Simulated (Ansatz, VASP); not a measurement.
## One calculation of Os, two programs

INCAR

```
PREC = Accurate
ENCUT = 520
EDIFF = 1E-7
ISMEAR = 0
SIGMA = 0.15
LREAL = False
LASPH = True
NELM = 60
ALGO = Normal
ISIF = 2
LWAVE = False
LCHARG = False
GGA = PS
NBANDS = 15
```

The input KPOINTS:

```
Automatic mesh
0
Gamma
  18 18 12
```

POSCAR

```
Os
1.0
    2.5973949767      0.0000000000      0.0000000000
   -1.2986974884      2.2494100335      0.0000000000
    0.0000000000      0.0000000000      4.1037150000
Os
2
Direct
    0.3333333333      0.6666666667      0.2500000000
    0.6666666667      0.3333333333      0.7500000000
```

Input for Ansatz:

```yaml
crystal:
  lattice:
    - [2.5973949767, 0.0, 0.0]
    - [-1.2986974884, 2.2494100335, 0.0]
    - [0.0, 0.0, 4.103715]
  atoms:
    - { symbol: Os, position: [0.3333333333, 0.6666666667, 0.25] }
    - { symbol: Os, position: [0.6666666667, 0.3333333333, 0.75] }
basis:
  ecutwfc: 420
kpoints:
  mp_grid: { grid: [18, 18, 12] }
hamiltonian:
  xc: pbesol
scf:
  occupations: { method: gaussian, width: 0.15 }
output:
  forces: true
  stress: true
  eigenvalues: true
```

Change from the starting cell: strain -0.050 along x and y, -0.050 along z, atoms carried along.

Alike in both runs: task single point; functional PBEsol; k mesh 18 × 18 × 12; occupations gaussian, width 0.15 eV; no spin polarisation.

|  | VASP | Ansatz |
| --- | --- | --- |
| version | VASP 6.6.1 | Ansatz 0.2.0 |
| potentials or method | VASP PAW PBE potentials, release 64 (Os), cutoff 520 eV | scalar-relativistic, plane waves, PAW |
| valence electrons in the cell | 16 | 32 |

|  | VASP | Ansatz | Ansatz less VASP |
| --- | --- | --- | --- |
| gap on the k mesh at the Fermi level (eV) | none | none | - |
| pressure (GPa) | 94.3 | 90.1 | -4.25 |
| traceless stress, the component that is largest in VASP (GPa) | 4.07 | 4.10 | +0.023 |

VASP's potentials were made for PBE, not for PBEsol. A gap of «none» marks a metal or a gap that the smearing closes. Both programs put the cell under a high pressure, so it lies far from rest at this level. VASP's potentials hold 16 valence electrons a cell and Ansatz's 32, so a difference there can come from the potentials and not from the codes.

Spin-orbit coupling is off throughout. Noted on VASP's run: the cell as given lies far from equilibrium.
